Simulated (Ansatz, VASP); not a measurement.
**Sn in VASP and in Ansatz**

```
Sn
1.0
    -1.85597    1.85597    1.85597
     1.85597   -1.85597    1.85597
     1.85597    1.85597   -1.85597
Sn
1
Direct
  0.00000 0.00000 0.00000
```

Alike in both runs: task single point; functional PBEsol; k mesh 11 × 11 × 11; occupations fermi-dirac, width 0.1 eV; no spin polarisation.

```csv
,VASP,Ansatz
version,VASP 6.6.1,Ansatz 0.2.0
potentials or method,"VASP PAW PBE potentials, release 64 (Sn_d), cutoff 520 eV","plane waves, PAW"
valence electrons in the cell,14,14
```

```csv
,VASP,Ansatz,Ansatz less VASP
pressure (GPa),1.6,1.7,+0.05
```

VASP's potentials were made for PBE, not for PBEsol. The functional is the same, so the differences come from potentials, cutoffs and numerics.
